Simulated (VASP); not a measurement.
# FePt (P4/mmm) in VASP: further runs, part 2 of 2

VASP 6.6.1. Earlier steps stand in the parts before.

### 3 Single point, PBEsol-based global hybrid with 25 % exact exchange, collinear spin, ferromagnetic start

POSCAR

```
FePt
1.0
    2.7235000000      0.0000000000      0.0000000000
    0.0000000000      2.7235000000      0.0000000000
    0.0000000000      0.0000000000      3.7200000000
Pt Fe
1 1
Direct
    0.5000000000      0.5000000000      0.5000000000
    0.0000000000      0.0000000000      0.0000000000
```

INCAR.step1

```
PREC = Accurate
ENCUT = 520
EDIFF = 1E-5
ISMEAR = -1
SIGMA = 0.05
LREAL = F
LASPH = T
NELM = 150
ALGO = Normal
ISIF = 2
LWAVE = T
LCHARG = F
ISPIN = 2
MAGMOM = 0 3
LORBIT = 11
LMAXMIX = 4
NBANDS = 20
GGA = PE
```

INCAR.step2

```
PREC = Accurate
ENCUT = 520
EDIFF = 1E-6
ISMEAR = -1
SIGMA = 0.05
LREAL = F
LASPH = T
NELM = 150
ALGO = Normal
ISIF = 2
LWAVE = F
LCHARG = F
ISPIN = 2
MAGMOM = 0 3
LORBIT = 11
LMAXMIX = 4
GGA = PS
LHFCALC = T
AEXX = 0.25
PRECFOCK = Normal
NBANDS = 20
ISTART = 1
```

KPOINTS

```
regular mesh
0
Gamma
  5 5 4
```

Potentials or basis: VASP PAW PBE potentials, release 64 (Pt, Fe).

The run is started by

```bash
> cat potpaw_PBE.64/Pt/POTCAR potpaw_PBE.64/Fe/POTCAR > POTCAR
> cp INCAR.step1 INCAR
> mpirun -np 1 vasp_std > vasp.out
> cp INCAR.step2 INCAR
> mpirun -np 1 vasp_std > vasp.out
```

OUTCAR:

```text
PREC = Accurate
   ENCUT = 520
   EDIFF = 1E-6
   ISMEAR = -1
   LREAL = F
   LASPH = T
   NELM = 150
   ISIF = 2
   ISPIN = 2
   LORBIT = 11
   GGA = PS
   LHFCALC = T
   AEXX = 0.25
   PRECFOCK = Normal
   ISTART = 1

 ion  position               nearest neighbor table
   1  0.500  0.500  0.500-   2 2.68   2 2.68   2 2.68   2 2.68   2 2.68   2 2.68   2 2.68   2 2.68

   2  0.000  0.000  0.000-   1 2.68   1 2.68   1 2.68   1 2.68   1 2.68   1 2.68   1 2.68   1 2.68

  LATTYP: Found a simple tetragonal cell.
 ALAT       =     2.7235000000
 C/A-ratio  =     1.3658894804

  Lattice vectors:

 A1 = (   2.7235000000,   0.0000000000,   0.0000000000)
 A2 = (   0.0000000000,   2.7235000000,   0.0000000000)
 A3 = (   0.0000000000,   0.0000000000,   3.7200000000)

Analysis of symmetry for initial positions (statically):
=====================================================================
 Subroutine PRICEL returns:
[... 614 lines left out ...]
      2       1.4233      1.00000
      3       1.6405      1.00000
      4       5.2884      1.00000
      5       5.2884      1.00000
      6       6.9420      1.00000
[... 403 lines left out ...]
     19      32.7890      0.00000
     20      34.5512      0.00000

------------------------ aborting loop because EDIFF is reached ----------------------------------------

  FORCE on cell =-STRESS in cart. coord.  units (eV):
  Direction    XX          YY          ZZ          XY          YZ          ZX
  --------------------------------------------------------------------------------------
  -------------------------------------------------------------------------------------
  Total        0.1981922      0.1981922     -1.0495690      0.0000000     -0.0000000     -0.0000000
  in kB       11.5079875     11.5079875    -60.9430093      0.0000000     -0.0000000     -0.0000000
  external PRESSURE =     -12.6423448 kB  Pullay stress =       0.0000000 kB

 VOLUME and BASIS-vectors are now :
 -----------------------------------------------------------------------------
  energy-cutoff  :      520.00
  volume of cell :       27.59
      direct lattice vectors                 reciprocal lattice vectors
     2.723500000  0.000000000  0.000000000     0.367174592  0.000000000  0.000000000
     0.000000000  2.723500000  0.000000000     0.000000000  0.367174592  0.000000000
     0.000000000  0.000000000  3.720000000     0.000000000  0.000000000  0.268817204

 POSITION                                       TOTAL-FORCE (eV/Angst)
 -----------------------------------------------------------------------------------
      1.36175      1.36175      1.86000         0.000000      0.000000      0.000000
      0.00000      0.00000      0.00000         0.000000      0.000000      0.000000
 -----------------------------------------------------------------------------------
    total drift:                                0.000000      0.000000      0.000000

  FREE ENERGIE OF THE ION-ELECTRON SYSTEM (eV)
  ---------------------------------------------------
  free  energy   TOTEN  =       -22.1032234580 eV

  energy  without entropy=      -22.1000756749  energy(sigma->0) =      -22.10164957

 total charge

# of ion       s       p       d       tot
------------------------------------------
    1        0.756   0.690   8.159   9.605
    2        0.444   0.503   5.962   6.909
--------------------------------------------------
tot          1.200   1.193  14.122  16.515

 magnetization (x)

# of ion       s       p       d       tot
------------------------------------------
    1       -0.039  -0.100   0.485   0.346
    2        0.003  -0.025   3.490   3.467
--------------------------------------------------
tot         -0.036  -0.125   3.975   3.813
```

OSZICAR.step1:

```text
N       E                     dE             d eps       ncg     rms          rms(c)
DAV:   1     0.964207035207E+02    0.96421E+02   -0.84334E+03  1496   0.101E+03
DAV:   2    -0.123253516887E+02   -0.10875E+03   -0.95863E+02  1464   0.217E+02
DAV:   3    -0.161524274071E+02   -0.38271E+01   -0.37221E+01  1668   0.469E+01
DAV:   4    -0.161975935506E+02   -0.45166E-01   -0.45130E-01  1624   0.435E+00
DAV:   5    -0.161987830543E+02   -0.11895E-02   -0.11895E-02  1736   0.788E-01    0.172E+01
DAV:   6    -0.181952535012E+02   -0.19965E+01   -0.13416E+01  1628   0.659E+01    0.279E+01
DAV:   7    -0.148513126942E+02    0.33439E+01   -0.83193E+00  1856   0.618E+01    0.897E+00
DAV:   8    -0.148185316809E+02    0.32781E-01   -0.36412E-01  1764   0.795E+00    0.449E+00
DAV:   9    -0.147377884412E+02    0.80743E-01   -0.10787E-01  2124   0.553E+00    0.187E+00
DAV:  10    -0.147272426480E+02    0.10546E-01   -0.51326E-02  2172   0.325E+00    0.849E-01
DAV:  11    -0.147262607786E+02    0.98187E-03   -0.42985E-03  2048   0.108E+00    0.242E-01
DAV:  12    -0.147261643549E+02    0.96424E-04   -0.54824E-04  1824   0.295E-01    0.671E-02
DAV:  13    -0.147262015851E+02   -0.37230E-04   -0.85821E-05  1752   0.868E-02    0.456E-02
DAV:  14    -0.147261916387E+02    0.99464E-05   -0.15649E-05  1108   0.677E-02
   1 F= -.14726192E+02 E0= -.14720168E+02  d E =-.120480E-01  mag=     3.5213
```

It took 79 min on 1 thread of AMD EPYC 7R43 (Zen 3), shared host; peak memory 0.13 GiB.

What came out:

```
Free energy                                           : -22.1032 eV
Pressure                                              : -1.3 GPa
Net moment                                            : 3.82 μB per cell
Site moments                                          : Pt +0.35; Fe +3.47 μB
Valence electrons inside the program's atomic spheres : Pt 9.61; Fe 6.91
```

Caveat: the k points lie up to 0.46 Å⁻¹ apart; the PAW data sets were made with another functional, which shifts forces and pressure a little; spin-orbit coupling is left out, which moves the levels of the heavy elements.

### 4 Single point, HSE06, collinear spin, ferromagnetic start

This run uses another cell than the first one, of 14.19 Å³/atom.

POSCAR

```
FePt
1.0
    2.7792751926      0.0000000000      0.0000000000
    0.0000000000      2.7792751926      0.0000000000
    0.0000000000      0.0000000000      3.6735808645
Pt Fe
1 1
Direct
    0.5000000000      0.5000000000      0.5000000000
    0.0000000000      0.0000000000      0.0000000000
```

INCAR.step1

```
SYSTEM = FePt
ALGO = Normal
EDIFF = 1E-5
ENCUT = 520
GGA = PE
ISIF = 2
ISMEAR = -1
ISPIN = 2
LASPH = .True.
LMAXMIX = 4
LORBIT = 11
LREAL = .False.
LWAVE = .True.
MAGMOM = 0 3
NBANDS = 20
NELM = 150
PREC = Accurate
SIGMA = 0.05
```

INCAR.step2

```
SYSTEM = FePt
ALGO = Normal
EDIFF = 1E-6
ENCUT = 520
GGA = PE
HFSCREEN = 0.2079
ISIF = 2
ISMEAR = -1
ISPIN = 2
ISTART = 1
LASPH = .True.
LCHARG = .True.
LELF = .True.
LHFCALC = .True.
LMAXMIX = 4
LORBIT = 11
LREAL = .False.
LVHAR = .True.
LWAVE = .False.
MAGMOM = 0 3
NBANDS = 20
NELM = 150
PREC = Accurate
PRECFOCK = Normal
SIGMA = 0.05
```

KPOINTS

```
k-points
0
Gamma
  5 5 4
  0 0 0
```

The run is started by

```bash
> cat potpaw_PBE.64/Pt/POTCAR potpaw_PBE.64/Fe/POTCAR > POTCAR
> cp INCAR.step1 INCAR
> mpirun -np 1 vasp_std > vasp.out
> cp INCAR.step2 INCAR
> mpirun -np 1 vasp_std > vasp.out
```

It took 31 min on 1 thread of Intel Xeon Platinum 8488C (Sapphire Rapids), shared host; peak memory 0.28 GiB.

Results (log left out):

```
Free energy                                           : -19.5420 eV
Pressure                                              : 0.0 GPa
Net moment                                            : 3.90 μB per cell
Site moments                                          : Pt +0.37; Fe +3.53 μB
Valence electrons inside the program's atomic spheres : Pt 9.54; Fe 6.84
```

Stress tensor (GPa, compression positive):
```
 0.09  0.00  0.00
 0.00  0.09  0.00
 0.00  0.00 -0.15
```

Levels at points of the mesh, in eV from the Fermi level:
Spin up:
| k point | band 8 | band 9 | band 10 | band 11 | band 12 | band 13 | band 14 | band 15 |
| --- | --- | --- | --- | --- | --- | --- | --- | --- |
| (0.00, 0.00, 0.00) | -4.46 | -2.06 | -2.06 | -1.73 | 2.66 | 10.54 | 11.61 | 11.61 |
| (0.00, 0.00, 0.50) | -5.20 | -3.35 | -3.17 | -3.17 | -1.87 | 15.63 | 16.17 | 16.52 |
Spin down:
```tsv
k point	band 4	band 5	band 6	band 7	band 8	band 9	band 10	band 11
(0.00, 0.00, 0.00)	-2.99	-2.99	-1.53	-1.52	1.77	2.63	2.63	2.75
(0.00, 0.00, 0.50)	-2.89	-2.66	-2.66	-2.41	-1.36	1.24	1.24	1.51
```

Caveat: the k points lie up to 0.45 Å⁻¹ apart; the PAW data sets were made with another functional, which shifts forces and pressure a little; spin-orbit coupling is left out, which moves the levels of the heavy elements.

### 5 The runs side by side

```tsv
level	spin	cell	k mesh	grid for exact exchange (PRECFOCK)	share of exact exchange	screening parameter	gap on the mesh (eV)	pressure (GPa)	moment (μB)
PBEsol	non-collinear, typed start, SOC	a = 2.724, b = 2.724, c = 3.720 Å, 2 atoms	10 × 10 × 7	-	-	-	-	-6.5	3.25
PBEsol-based global hybrid with 25 % exact exchange	collinear, ferromagnetic start	a = 2.724, b = 2.724, c = 3.720 Å, 2 atoms	5 × 5 × 4	Normal	0.25	-	none	-1.3	3.82
HSE06	collinear, ferromagnetic start	a = 2.779, b = 2.779, c = 3.674 Å, 2 atoms	5 × 5 × 4	Normal	0.25	0.2079 1/Å	none	0.0	3.90
```

Alike in all rows: task single point; potentials or basis VASP PAW PBE potentials, release 64 (Pt, Fe); cutoff (eV) 520; smearing fermi-dirac 0.05 eV.

Caveats: some runs use coarse meshes; the PAW data sets were made with another functional, which shifts forces and pressure a little; spin-orbit coupling is left out, which moves the levels of the heavy elements (at least some runs); the cell stands under tension (at least some runs).

Total energies depend on the potentials used, so only differences within one code and one set of settings carry meaning.
